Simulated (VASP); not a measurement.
# WC (P1) in VASP: notebook, part 3 of 3

VASP 6.6.1. Earlier steps stand in the parts before.

## Step 5: Single point, PBE+D3(BJ)

Input file INCAR:

```
SYSTEM = WC
PREC = Accurate ; ENCUT = 520
EDIFF = 1E-6 ; ISMEAR = -1
SIGMA = 0.36 ; LREAL = Auto
LASPH = .TRUE. ; NELM = 100
ALGO = Normal ; ISIF = 2
LWAVE = .FALSE. ; LCHARG = .FALSE.
GGA = PE ; IVDW = 12
NBANDS = 86
```

Input file KPOINTS:

```
regular mesh
0
G
  2 2 2
  0 0 0
```

Input file POSCAR:

```
WC
1.0
   -2.9803000000     -5.1620300000      0.0000000000
    4.4704490000     -2.5810150000      0.0000000000
    0.0000000000      0.0000000000      5.8542380000
W C
8 8
Direct
    0.7387789511      0.4164644106      0.0185677453
    0.7402713892      0.4260714799      0.5310511804
    0.4424169783     -0.0330760242      0.0067814120
    0.5040274360     -0.0245270738      0.4700697170
    0.2432188818      0.4237080511      0.0005124493
    0.2612240584      0.4310139902      0.5104336380
   -0.0215951252     -0.0374369446      0.0013494497
   -0.0024319541     -0.0821948652      0.5258583611
    0.4949284843      0.5828576418      0.2828719980
    0.4663158244      0.6432600062      0.7437176282
    0.2220940577      0.0873082145      0.2665419479
    0.2364571450      0.0952730317      0.7089564859
   -0.0037376857      0.5807382156      0.2626644151
   -0.0420273614      0.6267481980      0.8117879731
    0.7763682743      0.1349328373      0.2697362150
    0.7624748869      0.1060752299      0.7374486654
```

Potentials or basis: VASP PAW PBE potentials, release 64 (W_sv, C).

Launch:

```bash
$ cat potpaw_PBE.64/W_sv/POTCAR potpaw_PBE.64/C/POTCAR > POTCAR
$ mpirun -np 1 vasp_std > vasp.out
```

OUTCAR:

```text
SYSTEM = WC
   PREC = Accurate
   ENCUT = 520
   EDIFF = 1E-6
   ISMEAR = -1
   LREAL = Auto
   LASPH = .TRUE.
   NELM = 100
   ISIF = 2
   GGA = PE
   IVDW = 12
 IVDW          = 12

 ion  position               nearest neighbor table
   1  0.739  0.416  0.019-  15 2.08  14 2.09  13 2.26   9 2.29  16 2.30  10 2.57   7 2.75   2 2.85
                             3 2.92   5 2.96   2 3.00   5 3.01   7 3.16   3 3.35
   2  0.740  0.426  0.531-  16 2.05  15 2.16   9 2.21  13 2.33  14 2.34  10 2.34   4 2.74   1 2.85
                             6 2.86   8 2.97   1 3.00   8 3.04   6 3.11   4 3.19
   3  0.442  0.967  0.007-  11 2.10  12 2.23  10 2.28   9 2.58  16 2.58   5 2.64  15 2.66   4 2.74
                             7 2.77   1 2.92   5 3.05   4 3.16   7 3.20   1 3.35
   4  0.504  0.975  0.470-  11 2.14  15 2.17  12 2.21  16 2.30   9 2.30  10 2.36   3 2.74   2 2.74
                             6 2.77   8 2.97   8 3.05   3 3.16   6 3.17   2 3.19
   5  0.243  0.424  0.001-  13 2.28  14 2.28  10 2.30  11 2.34   9 2.38  12 2.41   3 2.64   7 2.86
                             6 2.87   1 2.96   6 2.99   1 3.01   3 3.05   7 3.20
   6  0.261  0.431  0.510-   9 2.08  12 2.09  10 2.14  13 2.28  11 2.29  14 2.72   4 2.77   2 2.86
                             5 2.87   8 2.97   5 2.99   8 3.08   2 3.11   4 3.17
   7  0.978  0.963  0.001-  14 2.06  16 2.14  15 2.17  11 2.22  12 2.40  13 2.50   1 2.75   3 2.77
                             8 2.80   5 2.86   8 3.08   1 3.16   3 3.20   5 3.20
   8  0.998  0.918  0.526-  12 2.00  16 2.11  11 2.20  14 2.26  15 2.29  13 2.32   7 2.80   6 2.97
                             2 2.97   4 2.97   2 3.04   4 3.05   7 3.08   6 3.08
   9  0.495  0.583  0.283-   6 2.08   2 2.21   1 2.29   4 2.30   5 2.38   3 2.58
  10  0.466  0.643  0.744-   6 2.14   3 2.28   5 2.30   2 2.34   4 2.36   1 2.57
  11  0.222  0.087  0.267-   3 2.10   4 2.14   8 2.20   7 2.22   6 2.29   5 2.34
  12  0.236  0.095  0.709-   8 2.00   6 2.09   4 2.21   3 2.23   7 2.40   5 2.41
  13  0.996  0.581  0.263-   1 2.26   5 2.28   6 2.28   8 2.32   2 2.33   7 2.50
  14  0.958  0.627  0.812-   7 2.06   1 2.09   8 2.26   5 2.28   2 2.34   6 2.72
  15  0.776  0.135  0.270-   1 2.08   2 2.16   4 2.17   7 2.17   8 2.29   3 2.66
  16  0.762  0.106  0.737-   2 2.05   8 2.11   7 2.14   4 2.30   1 2.30   3 2.58

  LATTYP: Found a simple orthorhombic cell.
 ALAT       =     5.1620299003
 B/A-ratio  =     1.1340961043
 C/A-ratio  =     1.1547006178

  Lattice vectors:

 A1 = (   4.4704490000,  -2.5810150000,   0.0000000000)
 A2 = (   0.0000000000,   0.0000000000,   5.8542380000)
 A3 = (  -2.9803000000,  -5.1620300000,   0.0000000000)

Analysis of symmetry for initial positions (statically):
=====================================================================
 Subroutine PRICEL returns:
 Original cell was already a primitive cell.

 Routine SETGRP: Setting up the symmetry group for a
 simple orthorhombic supercell.

 Subroutine GETGRP returns: Found  1 space group operations
 (whereof  1 operations were pure point group operations)
 out of a pool of  8 trial point group operations.

The static configuration has the point symmetry C_1 .

Analysis of symmetry for dynamics (positions and initial velocities):
=====================================================================
 Subroutine PRICEL returns:
 Original cell was already a primitive cell.

 Routine SETGRP: Setting up the symmetry group for a
 simple orthorhombic supercell.

 Subroutine GETGRP returns: Found  1 space group operations
 (whereof  1 operations were pure point group operations)
 out of a pool of  8 trial point group operations.

The dynamic configuration has the point symmetry C_1 .

 Subroutine INISYM returns: Found  1 space group operations
 (whereof  1 operations are pure point group operations),
 and found     1 'primitive' translations

[... 87 lines left out ...]
   k-points           NKPTS =      8   k-points in BZ     NKDIM =      8   number of bands    NBANDS=     86
   number of dos      NEDOS =    301   number of ions     NIONS =     16
   total plane-waves  NPLWV =  92160
   dimension x,y,z NGX =    48 NGY =   40 NGZ =   48
   dimension x,y,z NGXF=    96 NGYF=   80 NGZF=   96
   ions per type =               8   8
   NGX,Y,Z   is equivalent  to a cutoff of  13.39, 12.88, 13.63 a.u.
   NGXF,Y,Z  is equivalent  to a cutoff of  26.78, 25.76, 27.26 a.u.
 SYSTEM =  WC
   PREC   = accura    normal or accurate (medium, high low for compatibility)
   ISTART =      0    job   : 0-new  1-cont  2-samecut
   ICHARG =      2    charge: 1-file 2-atom 10-const
   ISPIN  =      1    spin polarized calculation?
   LNONCOLLINEAR =      F non collinear calculations
   LSORBIT =      F    spin-orbit coupling
   LASPH  =      T    aspherical Exc in radial PAW
   ENCUT  =  520.0 eV  38.22 Ry    6.18 a.u.  11.08  9.60 10.89*2*pi/ulx,y,z
   NELM   =    100;   NELMIN=  2; NELMDL= -5     # of ELM steps
   EDIFF  = 0.1E-05   stopping-criterion for ELM
   LREAL  =      T    real-space projection
   EDIFFG = 0.1E-04   stopping-criterion for IOM
   NSW    =      0    number of steps for IOM
[... 5 lines left out ...]
   TEBEG  =    0.0;   TEEND  =   0.0 temperature during run
   PSTRESS=    0.0 pullay stress
   NELECT =     144.0000    total number of electrons
   NUPDOWN=      -1.0000    fix difference up-down
   EMIN   =  10.00;   EMAX   =-10.00  energy-range for DOS
   EFERMI =   0.00;   METHOD = LEGACY
   ISMEAR =    -1;   SIGMA  =   0.36  broadening in eV -4-tet -1-fermi 0-gaus
   EFERMI_NEDOS =   21; number of points for ismear=-14 and -15
   IALGO  =     38    algorithm
   IMIX   =      4    mixing-type and parameters
     AMIX     =   0.40;   BMIX     =  1.00
     AMIX_MAG =   1.60;   BMIX_MAG =  1.00
  volume/ion in A,a.u.               =      11.26        75.97
  Fermi-wavevector in a.u.,A,eV,Ry     =   1.519388  2.871227 31.409597  2.308540
  Thomas-Fermi vector in A             =   2.628381
   LORBIT       =      0    0 simple, 1 ext, 2 COOP (PROOUT), +10 PAW based schemes
   GGA     = PE    functional components
   LHFCALC =     F    Hartree Fock is set to
   AEXX    =    0.0000 exact exchange contribution
   IVDW    =    12    specifies the selected vdW correction
   LEPSILON=     F    determine dielectric tensor
   LRPA    =     F    only Hartree local field effects (RPA)
 non-spin polarized calculation
  energy-cutoff  :      520.00
  volume of cell :      180.13
 maximum number of plane-waves:      4876
 NGX is ok and might be reduce to    48
   NGX = 23   NGY = 19   NGZ = 21

 number of electron     144.0000006 magnetization

 Free energy of the ion-electron system (eV)
  ---------------------------------------------------
  ext. energy  EPLUGINS =         0.00000000
  ---------------------------------------------------
  free energy    TOTEN  =      -173.38048500 eV

  energy without entropy =     -171.00939456  energy(sigma->0) =     -172.19493978

 E-fermi :  10.3516     XC(G=0): -13.3087

 val. band max:       10.3515768815   @ k =   0.5000   0.0000   0.0000
 cond. band min:      10.4141089520   @ k =   0.0000   0.0000   0.0000
 fundamental gap:      0.0625320706
 Fermi energy:        10.3515784248

 k-point     1 :       0.0000    0.0000    0.0000
  band No.  band energies     occupation
      1     -64.1056      2.00000
      2     -64.0859      2.00000
      3     -64.0522      2.00000
      4     -64.0317      2.00000
      5     -64.0169      2.00000
      6     -63.9821      2.00000
[... 685 lines left out ...]
     83      13.4059      0.00041
     84      13.5892      0.00025
 [bands above 84 left out]

------------------------ aborting loop because EDIFF is reached ----------------------------------------

 Edisp (eV)   -6.79657

 E8    (eV) :    -3.1150

  FORCE on cell =-STRESS in cart. coord.  units (eV):
  Direction    XX          YY          ZZ          XY          YZ          ZX
  --------------------------------------------------------------------------------------
  -------------------------------------------------------------------------------------
  Total     -11.00864   -11.85441   -19.90972    -0.66170    -0.09099    -0.98076
  in kB     -97.91821  -105.44109  -177.09036    -5.88563    -0.80935    -8.72354
  external pressure =     -126.82 kB  Pullay stress =        0.00 kB

 VOLUME and BASIS-vectors are now :
 -----------------------------------------------------------------------------
  energy-cutoff  :      520.00
  volume of cell :      180.13
      direct lattice vectors                 reciprocal lattice vectors
    -2.980300000 -5.162030000  0.000000000    -0.083884187 -0.145291670  0.000000000
     4.470449000 -2.581015000  0.000000000     0.167768374 -0.096861135  0.000000000
     0.000000000  0.000000000  5.854238000     0.000000000  0.000000000  0.170816424

 POSITION                                       TOTAL-FORCE (eV/Angst)
 -----------------------------------------------------------------------------------
     -0.34000     -4.88850      0.10870         2.896858     -1.094140      0.167360
     -0.30150     -4.92100      3.10890         2.290909     -2.856169     -2.085566
      3.00405     -4.77941      0.03970        -4.571624     -1.498555     -1.924689
      2.85865     -5.11952      2.75190        -3.440319      3.236956      3.601324
      1.16930     -2.34910      0.00300         3.092649     -0.693224      1.197766
      1.14830     -2.46090      2.98820         2.632479      1.604699     -0.808193
[... 8 lines left out ...]
     -1.71060     -4.35590      1.57910        -1.275667      2.166211      0.122741
     -1.79820     -4.20970      4.31720         1.228536      1.289231      1.729518
 -----------------------------------------------------------------------------------
    total drift:                               -0.011911     -0.011324      0.009227

  FREE ENERGIE OF THE ION-ELECTRON SYSTEM (eV)
  ---------------------------------------------------
  free  energy   TOTEN  =      -180.1770598276 eV

  energy  without entropy=     -177.8059693924  energy(sigma->0) =     -178.99151461
```

It took 2.6 min on 1 thread of AMD EPYC 9R45 (Zen 5), shared host; peak memory 0.3 GiB.

Results:

```yaml
Free_energy: -180.1771 eV
Pressure: -12.7 GPa
Largest_force: 5.940 eV/Å
Band_gap_on_the_k_mesh: zero (band 72 reaches 10.46 eV, above the bottom of band 73 at 10.17 eV)
Dispersion_energy_per_atom: -0.425 eV
```

Forces on the atoms (eV/Å):
```
W    2.897 -1.094  0.167
W    2.291 -2.856 -2.086
W   -4.572 -1.499 -1.925
W   -3.440  3.237  3.601
W    3.093 -0.693  1.198
W    2.632  1.605 -0.808
W   -2.433  0.671  2.315
W    1.265  0.894 -3.709
C    0.411 -0.599 -2.326
C   -1.296 -0.003  1.088
C    0.326 -1.016 -0.998
C    0.390 -1.632  3.714
C    0.422 -0.331  0.681
C   -1.939 -0.138 -2.765
C   -1.276  2.166  0.123
C    1.229  1.289  1.730
```

Levels at points of the mesh, in eV from the Fermi level:
| k point | band 68 | band 69 | band 70 | band 71 | band 72 | band 73 | band 74 | band 75 | band 76 | band 77 |
| --- | --- | --- | --- | --- | --- | --- | --- | --- | --- | --- |
| (0.00, 0.00, 0.00) | -1.02 | -0.82 | -0.73 | -0.39 | -0.03 | 0.06 | 0.61 | 0.92 | 1.29 | 1.45 |
| (0.50, 0.00, 0.00) | -1.43 | -0.95 | -0.88 | -0.21 | 0.00 | 0.17 | 0.42 | 0.70 | 0.98 | 1.21 |
| (0.00, 0.50, 0.00) | -1.35 | -0.87 | -0.68 | -0.26 | -0.14 | 0.60 | 1.13 | 1.42 | 1.66 | 1.90 |
| (0.50, 0.50, 0.00) | -1.72 | -1.66 | -1.40 | -0.88 | -0.71 | 0.81 | 1.15 | 1.32 | 1.39 | 1.50 |
| (0.00, 0.00, 0.50) | -1.07 | -0.96 | -0.77 | -0.32 | 0.11 | 0.26 | 0.28 | 0.72 | 1.05 | 1.29 |
| (0.50, 0.00, 0.50) | -1.31 | -1.10 | -0.99 | -0.91 | -0.73 | -0.18 | 0.28 | 0.63 | 0.67 | 1.50 |
| (0.00, 0.50, 0.50) | -1.49 | -1.37 | -1.19 | -0.97 | -0.82 | 0.24 | 0.42 | 0.78 | 1.23 | 1.47 |
| (0.50, 0.50, 0.50) | -1.78 | -1.50 | -1.38 | -0.99 | -0.63 | 0.42 | 0.86 | 1.11 | 1.27 | 1.38 |

Caveat: the k points lie up to 0.61 Å⁻¹ apart; spin-orbit coupling is left out, which moves the levels of the heavy elements; pairwise dispersion overbinds metals, which lowers pressure and volume; forces of over 1 eV/Å act on the atoms, so gaps and moduli don't describe the material at rest.
